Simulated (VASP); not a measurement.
# FeS2 (Pnnm) in VASP: notebook, part 2 of 2

VASP 6.6.1. The steps go on from the part before.

## (4) Single point, PBE+D4, collinear spin, ferromagnetic start

This run uses another cell than the first one, of 13.17 Å³/atom.

Contents of INCAR:

```
PREC     = Accurate       # precision mode
ENCUT    = 600            # plane-wave cutoff, eV
EDIFF    = 1E-6           # SCF threshold, eV
ISMEAR   = -1             # smearing method
SIGMA    = 0.05           # smearing width, eV
LREAL    = F              # projectors in reciprocal space
LASPH    = T              # aspherical terms in the spheres
NELM     = 200            # most SCF steps
ALGO     = Normal         # electronic algorithm
ISIF     = 2              # what is computed and relaxed
LWAVE    = F              # write WAVECAR
LCHARG   = F              # write CHGCAR
ISPIN    = 2              # spin polarisation
MAGMOM   = 3 3 0 0 0 0    # initial moments
LORBIT   = 11             # projections on sites
LMAXMIX  = 4              # l up to which the mixer works
GGA      = PE             # functional
IVDW     = 13             # dispersion correction
NBANDS   = 33             # bands
GGA_COMPAT= F
```

Contents of KPOINTS:

```
Automatic mesh
0
Gamma
  6 5 8
```

Contents of POSCAR:

```
FeS2
1.0
    4.3923293038      0.0000000000      0.0000000000
    0.0000000000      5.3605197970      0.0000000000
    0.0000000000      0.0000000000      3.3564996204
Fe S
2 4
Direct
    0.5000000000      0.5000000000      0.5000000000
    0.0000000000      0.0000000000      0.0000000000
    0.7053204213      0.1247089249      0.5000000000
    0.7946795787      0.6247089249      0.0000000000
    0.2946795787      0.8752910751      0.5000000000
    0.2053204213      0.3752910751      0.0000000000
```

Potentials or basis: VASP PAW PBE potentials, release 64 (Fe, S).

On the command line:

```console
cat potpaw_PBE.64/Fe/POTCAR potpaw_PBE.64/S/POTCAR > POTCAR
mpirun -np 1 vasp_std > vasp.out
```

OUTCAR:

```text
PREC = Accurate
   ENCUT = 600
   EDIFF = 1E-6
   ISMEAR = -1
   LREAL = F
   LASPH = T
   NELM = 200
   ISIF = 2
   ISPIN = 2
   LORBIT = 11
   GGA = PE
   IVDW = 13

 ion  position               nearest neighbor table
   1  0.500  0.500  0.500-   3 2.20   5 2.20   4 2.22   6 2.22   4 2.22   6 2.22
   2  0.000  0.000  0.000-   4 2.20   6 2.20   5 2.22   3 2.22   3 2.22   5 2.22
   3  0.705  0.125  0.500-   1 2.20   2 2.22   2 2.22   5 2.25
   4  0.795  0.625  0.000-   2 2.20   1 2.22   1 2.22   6 2.25
   5  0.295  0.875  0.500-   1 2.20   2 2.22   2 2.22   3 2.25
   6  0.205  0.375  0.000-   2 2.20   1 2.22   1 2.22   4 2.25

  LATTYP: Found a simple orthorhombic cell.
 ALAT       =     3.3564996204
 B/A-ratio  =     1.3086041414
 C/A-ratio  =     1.5970565778

  Lattice vectors:

 A1 = (   0.0000000000,   0.0000000000,   3.3564996204)
 A2 = (   4.3923293038,   0.0000000000,   0.0000000000)
 A3 = (   0.0000000000,   5.3605197970,   0.0000000000)

Analysis of symmetry for initial positions (statically):
=====================================================================
 Subroutine PRICEL returns:
 Original cell was already a primitive cell.

 Routine SETGRP: Setting up the symmetry group for a
 simple orthorhombic supercell.

 Subroutine GETGRP returns: Found  8 space group operations
 (whereof  4 operations were pure point group operations)
 out of a pool of  8 trial point group operations.

The static configuration has the point symmetry C_2h.
 The point group associated with its full space group is D_2h.

Analysis of symmetry for dynamics (positions and initial velocities):
=====================================================================
 Subroutine PRICEL returns:
 Original cell was already a primitive cell.

 Routine SETGRP: Setting up the symmetry group for a
 simple orthorhombic supercell.

 Subroutine GETGRP returns: Found  8 space group operations
 (whereof  4 operations were pure point group operations)
 out of a pool of  8 trial point group operations.

The dynamic configuration has the point symmetry C_2h.
 The point group associated with its full space group is D_2h.

Analysis of structural, dynamic, and magnetic symmetry:
=====================================================================
 Subroutine PRICEL returns:
 Original cell was already a primitive cell.

 Routine SETGRP: Setting up the symmetry group for a
 simple orthorhombic supercell.

 Subroutine GETGRP returns: Found  8 space group operations
 (whereof  4 operations were pure point group operations)
 out of a pool of  8 trial point group operations.

The overall configuration has the point symmetry C_2h.
 The point group associated with its full space group is D_2h.

 Subroutine INISYM returns: Found  8 space group operations
 (whereof  4 operations are pure point group operations),
 and found     1 'primitive' translations

----------------------------------------------------------------------------------------

                                     Primitive cell

  volume of cell :      79.0293

  direct lattice vectors                    reciprocal lattice vectors
     4.392329304  0.000000000  0.000000000     0.227669633  0.000000000  0.000000000
     0.000000000  5.360519797  0.000000000     0.000000000  0.186549073  0.000000000
     0.000000000  0.000000000  3.356499620     0.000000000  0.000000000  0.297929424

  length of vectors
[... 100 lines left out ...]
   PSTRESS=    0.0 pullay stress
   NELECT =      40.0000    total number of electrons
   NUPDOWN=      -1.0000    fix difference up-down
   EMIN   =  10.00;   EMAX   =-10.00  energy-range for DOS
   EFERMI =   0.00;   METHOD = LEGACY
   ISMEAR =    -1;   SIGMA  =   0.05  broadening in eV -4-tet -1-fermi 0-gaus
   EFERMI_NEDOS =   21; number of points for ismear=-14 and -15
   IALGO  =     38    algorithm
   IMIX   =      4    mixing-type and parameters
     AMIX     =   0.40;   BMIX     =  1.00
     AMIX_MAG =   1.60;   BMIX_MAG =  1.00
  volume/ion in A,a.u.               =      13.17        88.89
  Fermi-wavevector in a.u.,A,eV,Ry     =   1.304664  2.465458 23.159133  1.702148
  Thomas-Fermi vector in A             =   2.435585
   LORBIT       =     11    0 simple, 1 ext, 2 COOP (PROOUT), +10 PAW based schemes
   GGA     = PE    functional components
   LHFCALC =     F    Hartree Fock is set to
   AEXX    =    0.0000 exact exchange contribution
   IVDW    =    13    specifies the selected vdW correction
   LEPSILON=     F    determine dielectric tensor
   LRPA    =     F    only Hartree local field effects (RPA)
 spin polarized calculation
  energy-cutoff  :      600.00
  volume of cell :       79.03
 maximum number of plane-waves:      2674
 NGX is ok and might be reduce to    36
   NGX = 17   NGY = 21   NGZ = 13

 number of electron      39.9999988 magnetization      -0.0250645

 number of electron      39.9999988 magnetization       0.0002657

 Free energy of the ion-electron system (eV)
  ---------------------------------------------------
  ext. energy  EPLUGINS =         0.00000000
  ---------------------------------------------------
  free energy    TOTEN  =       -36.07007599 eV

  energy without entropy =      -36.07006768  energy(sigma->0) =      -36.07007184

 E-fermi :   8.6317     XC(G=0): -11.8681

 val. band max:        8.1092186342   @ k =   0.0000   0.4000   0.2500
 cond. band min:       9.1072601262   @ k =   0.0000   0.4000   0.5000
 fundamental gap:      0.9980414920
 Fermi energy:         8.6316670286

 spin component 1

 k-point     1 :       0.0000    0.0000    0.0000
  band No.  band energies     occupation
      1      -8.8226      1.00000
      2      -6.3349      1.00000
      3      -4.4898      1.00000
      4      -3.6893      1.00000
      5       0.3192      1.00000
      6       1.8891      1.00000
[... 829 lines left out ...]
     31      16.8746      0.00000
     32      16.8746      0.00000

 [... further k-points ...]

 spin component 2

 k-point     1 :       0.0000    0.0000    0.0000
  band No.  band energies     occupation
      1      -8.8226      1.00000
      2      -6.3349      1.00000
      3      -4.4898      1.00000
      4      -3.6893      1.00000
      5       0.3192      1.00000
      6       1.8892      1.00000
[... 829 lines left out ...]
     31      16.8746      0.00000
     32      16.8746      0.00000

 [... further k-points ...]

 [bands above 32 left out]

------------------------ aborting loop because EDIFF is reached ----------------------------------------

  DFT-D4 for vdW energy calculation

  Edisp (eV):   -2.60645

  FORCE on cell =-STRESS in cart. coord.  units (eV):
  Direction    XX          YY          ZZ          XY          YZ          ZX
  --------------------------------------------------------------------------------------
  -------------------------------------------------------------------------------------
  Total      -0.00102     0.09168     0.11891     0.00000     0.00000     0.00000
  in kB      -0.02059     1.85868     2.41063     0.00000     0.00000     0.00000
  external pressure =        1.42 kB  Pullay stress =        0.00 kB

 VOLUME and BASIS-vectors are now :
 -----------------------------------------------------------------------------
  energy-cutoff  :      600.00
  volume of cell :       79.03
      direct lattice vectors                 reciprocal lattice vectors
     4.392329304  0.000000000  0.000000000     0.227669633  0.000000000  0.000000000
     0.000000000  5.360519797  0.000000000     0.000000000  0.186549073  0.000000000
     0.000000000  0.000000000  3.356499620     0.000000000  0.000000000  0.297929424

 POSITION                                       TOTAL-FORCE (eV/Angst)
 -----------------------------------------------------------------------------------
      2.19616      2.68026      1.67825         0.000000      0.000000      0.000000
      0.00000      0.00000      0.00000         0.000000      0.000000      0.000000
      3.09800      0.66850      1.67825        -0.055211     -0.036452      0.000000
      3.49049      3.34876      0.00000         0.055211     -0.036452     -0.000000
      1.29433      4.69202      1.67825         0.055211      0.036452     -0.000000
      0.90183      2.01176      0.00000        -0.055211      0.036452      0.000000
 -----------------------------------------------------------------------------------
    total drift:                                0.000000      0.000000      0.000000

  FREE ENERGIE OF THE ION-ELECTRON SYSTEM (eV)
  ---------------------------------------------------
  free  energy   TOTEN  =       -38.6765309561 eV

  energy  without entropy=      -38.6765226486  energy(sigma->0) =      -38.67652680

 total charge

# of ion       s       p       d       tot
------------------------------------------
    1        0.456   0.697   6.548   7.701
    2        0.456   0.697   6.548   7.701
    3        1.346   2.308   0.000   3.655
    4        1.346   2.308   0.000   3.655
    5        1.346   2.308   0.000   3.655
    6        1.346   2.308   0.000   3.655
--------------------------------------------------
tot          6.297  10.627  13.096  30.019

 magnetization (x)

# of ion       s       p       d       tot
------------------------------------------
    1        0.000   0.000   0.000   0.000
    2        0.000   0.000   0.000   0.000
    3        0.000  -0.000   0.000  -0.000
    4        0.000  -0.000   0.000  -0.000
    5        0.000  -0.000   0.000  -0.000
    6        0.000  -0.000   0.000  -0.000
--------------------------------------------------
tot          0.000  -0.000   0.000   0.000
```

It took 9.1 min on 1 thread of Oxide Virtual Turin-like, shared host; peak memory 0.39 GiB.

Results:

```yaml
Free_energy: -38.6765 eV
Pressure: 0.1 GPa
Largest_force: 0.066 eV/Å
Band_gap_on_the_k_mesh: 1.00 eV (least direct gap 1.27 eV)
Net_moment: 0.00 μB per cell
Valence_electrons_inside_the_program's_atomic_spheres: Fe 7.70; S 3.65
Dispersion_energy_per_atom: -0.434 eV
```

Forces on the atoms (eV/Å):
```
Fe   0.000  0.000  0.000
Fe   0.000  0.000  0.000
S   -0.055 -0.036  0.000
S    0.055 -0.036  0.000
S    0.055  0.036  0.000
S   -0.055  0.036  0.000
```

Levels at points of the mesh, in eV from the valence-band top:
Spin up:
```tsv
k point	band 18	band 19	band 20	band 21	band 22	band 23
(0.00, 0.00, 0.00)	-0.80	-0.78	-0.47	1.17	1.50	2.83
(0.50, 0.00, 0.00)	-0.69	-0.10	-0.10	1.93	1.93	1.94
(0.00, 0.00, 0.50)	-0.93	-0.44	-0.44	1.60	1.60	1.79
(0.50, 0.00, 0.50)	-0.78	-0.36	-0.36	1.59	1.59	1.99
```
Spin down:
| k point | band 16 | band 17 | band 18 | band 19 | band 20 | band 21 | band 22 | band 23 | band 24 | band 25 |
| --- | --- | --- | --- | --- | --- | --- | --- | --- | --- | --- |
| (0.00, 0.00, 0.00) | -1.18 | -0.98 | -0.80 | -0.78 | -0.47 | 1.17 | 1.50 | 2.83 | 3.22 | 3.53 |
| (0.50, 0.00, 0.00) | -1.16 | -0.69 | -0.69 | -0.10 | -0.10 | 1.93 | 1.93 | 1.94 | 1.94 | 2.88 |
| (0.00, 0.00, 0.50) | -1.44 | -0.93 | -0.93 | -0.44 | -0.44 | 1.60 | 1.60 | 1.79 | 1.79 | 2.23 |
| (0.50, 0.00, 0.50) | -1.08 | -0.78 | -0.78 | -0.36 | -0.36 | 1.59 | 1.59 | 1.99 | 1.99 | 3.75 |

Caveat: the moments typed at the start vanished in this run. A k mesh can miss the band edges.

## (5) Single point, BLYP, collinear spin, ferromagnetic start

This run uses another cell than the first one, of 14.58 Å³/atom.

Contents of INCAR:

```
  AGGAC = 1.0
  AGGAX = 1.0
  ALDAC = 0.0
  ALDAX = 1.0
  ALGO = Normal
  EDIFF = 1E-6
  ENCUT = 600
  GGA = B5
  GGA_COMPAT = False
  ISIF = 2
  ISMEAR = -1
  ISPIN = 2
  LASPH = True
  LCHARG = False
  LMAXMIX = 4
  LORBIT = 11
  LREAL = False
  LWAVE = False
  MAGMOM = 3 3 0 0 0 0
  NBANDS = 33
  NELM = 200
  PREC = Accurate
  SIGMA = 0.05
```

Contents of KPOINTS:

```
k-points
0
Gamma
  6 5 8
```

Contents of POSCAR:

```
FeS2
1.0
    4.5626670865      0.0000000000      0.0000000000
    0.0000000000      5.5371306353      0.0000000000
    0.0000000000      0.0000000000      3.4623406250
Fe S
2 4
Direct
    0.5000000000      0.5000000000      0.5000000000
    0.0000000000      0.0000000000      0.0000000000
    0.7066891697      0.1248982811      0.5000000000
    0.7933108303      0.6248982811      0.0000000000
    0.2933108303      0.8751017189      0.5000000000
    0.2066891697      0.3751017189      0.0000000000
```

On the command line:

```console
cat potpaw_PBE.64/Fe/POTCAR potpaw_PBE.64/S/POTCAR > POTCAR
mpirun -np 1 vasp_std > vasp.out
```

It took 9.8 min on 1 thread of Oxide Virtual Turin-like, shared host; peak memory 0.41 GiB.

Results (log left out):

- Free energy: -31.5184 eV
- Pressure: 0.1 GPa
- Largest force: 0.056 eV/Å
- Band gap on the k mesh: 0.81 eV (least direct gap 1.05 eV)
- Net moment: 0.00 μB per cell
- Valence electrons inside the program's atomic spheres: Fe 7.42; S 3.66

Forces on the atoms (eV/Å):
```
Fe   0.000  0.000  0.000
Fe   0.000  0.000  0.000
S   -0.047 -0.031  0.000
S    0.047 -0.031  0.000
S    0.047  0.031  0.000
S   -0.047  0.031  0.000
```

Stress tensor (GPa, compression positive):
```
-0.02  0.00  0.00
 0.00  0.14  0.00
 0.00  0.00  0.23
```

Levels at points of the mesh, in eV from the valence-band top:
Spin up:
```tsv
k point	band 17	band 18	band 19	band 20	band 21	band 22	band 23	band 24
(0.00, 0.00, 0.00)	-0.77	-0.64	-0.61	-0.33	1.07	1.26	2.33	2.88
(0.50, 0.00, 0.00)	-0.55	-0.55	-0.08	-0.08	1.67	1.67	1.85	1.85
(0.00, 0.00, 0.50)	-0.70	-0.70	-0.34	-0.34	1.36	1.36	1.62	1.62
(0.50, 0.00, 0.50)	-0.61	-0.61	-0.29	-0.29	1.39	1.39	1.58	1.58
```
Spin down:
```tsv
k point	band 18	band 19	band 20	band 21	band 22	band 23
(0.00, 0.00, 0.00)	-0.64	-0.61	-0.33	1.07	1.26	2.33
(0.50, 0.00, 0.00)	-0.55	-0.08	-0.08	1.67	1.67	1.85
(0.00, 0.00, 0.50)	-0.70	-0.34	-0.34	1.36	1.36	1.62
(0.50, 0.00, 0.50)	-0.61	-0.29	-0.29	1.39	1.39	1.58
```

Caveat: the moments typed at the start vanished in this run; the PAW data sets were made with another functional, which shifts forces and pressure a little.

## (6) Single point, BLYP+D3(BJ), collinear spin, ferromagnetic start

This run uses another cell than the first one, of 13.57 Å³/atom.

Contents of INCAR:

```
SYSTEM = FeS2
  AGGAC = 1.0
  AGGAX = 1.0
  ALDAC = 0.0
  ALDAX = 1.0
  ALGO = Normal
  EDIFF = 1E-6
  ENCUT = 600
  GGA = B5
  GGA_COMPAT = .FALSE.
  ISIF = 2
  ISMEAR = -1
  ISPIN = 2
  IVDW = 12
  LASPH = .TRUE.
  LCHARG = .FALSE.
  LMAXMIX = 4
  LORBIT = 11
  LREAL = .FALSE.
  LWAVE = .FALSE.
  MAGMOM = 3 3 0 0 0 0
  NBANDS = 33
  NELM = 200
  PREC = Accurate
  SIGMA = 0.05
  VDW_A1 = 0.4298
  VDW_A2 = 4.2359
  VDW_S6 = 1.0
  VDW_S8 = 2.6996
```

Contents of KPOINTS:

```
k-points
0
G
  6 5 8
  0 0 0
```

Contents of POSCAR:

```
FeS2
1.0
    4.4489599331      0.0000000000      0.0000000000
    0.0000000000      5.4165081498      0.0000000000
    0.0000000000      0.0000000000      3.3784682062
Fe S
2 4
Direct
    0.5000000000      0.5000000000      0.5000000000
    0.0000000000      0.0000000000      0.0000000000
    0.7043415557      0.1246136680      0.5000000000
    0.7956584443      0.6246136680      0.0000000000
    0.2956584443      0.8753863320      0.5000000000
    0.2043415557      0.3753863320      0.0000000000
```

Potentials or basis: VASP PAW PBE potentials, release 64 (Fe, S).

On the command line:

```console
cat potpaw_PBE.64/Fe/POTCAR potpaw_PBE.64/S/POTCAR > POTCAR
mpirun -np 1 vasp_std > vasp.out
```

It took 11 min on 1 thread of Oxide Virtual Turin-like, shared host; peak memory 0.41 GiB.

It converged, with:

```
Free energy                                           : -36.5429 eV
Pressure                                              : 0.1 GPa
Largest force                                         : 0.069 eV/Å
Band gap on the k mesh                                : 0.99 eV (least direct gap 1.24 eV)
Net moment                                            : 0.00 μB per cell
Valence electrons inside the program's atomic spheres : Fe 7.62; S 3.69
Dispersion energy per atom                            : -0.868 eV
```

Forces in eV/Å, atoms in the order of the input:
```
Fe   0.000  0.000  0.000
Fe   0.000  0.000  0.000
S   -0.057 -0.038  0.000
S    0.057 -0.038  0.000
S    0.057  0.038  0.000
S   -0.057  0.038  0.000
```

Stress tensor (GPa, compression positive):
```
-0.04  0.00  0.00
 0.00  0.16  0.00
 0.00  0.00  0.31
```

Levels at points of the mesh, in eV from the valence-band top:
Spin up:
| k point | band 18 | band 19 | band 20 | band 21 | band 22 | band 23 |
| --- | --- | --- | --- | --- | --- | --- |
| (0.00, 0.00, 0.00) | -0.75 | -0.71 | -0.41 | 1.22 | 1.46 | 2.67 |
| (0.50, 0.00, 0.00) | -0.65 | -0.07 | -0.07 | 1.92 | 1.92 | 1.94 |
| (0.00, 0.00, 0.50) | -0.84 | -0.39 | -0.39 | 1.58 | 1.58 | 1.78 |
| (0.50, 0.00, 0.50) | -0.73 | -0.34 | -0.34 | 1.57 | 1.57 | 1.89 |
Spin down:
```
           k point  band 17  band 18  band 19  band 20  band 21  band 22  band 23  band 24
(0.00, 0.00, 0.00)    -0.91    -0.75    -0.71    -0.41     1.22     1.46     2.67     3.14
(0.50, 0.00, 0.00)    -0.65    -0.65    -0.07    -0.07     1.92     1.92     1.94     1.94
(0.00, 0.00, 0.50)    -0.84    -0.84    -0.39    -0.39     1.58     1.58     1.78     1.78
(0.50, 0.00, 0.50)    -0.73    -0.73    -0.33    -0.33     1.57     1.57     1.89     1.89
```

Caveat: the moments typed at the start vanished in this run; the PAW data sets were made with another functional, which shifts forces and pressure a little.
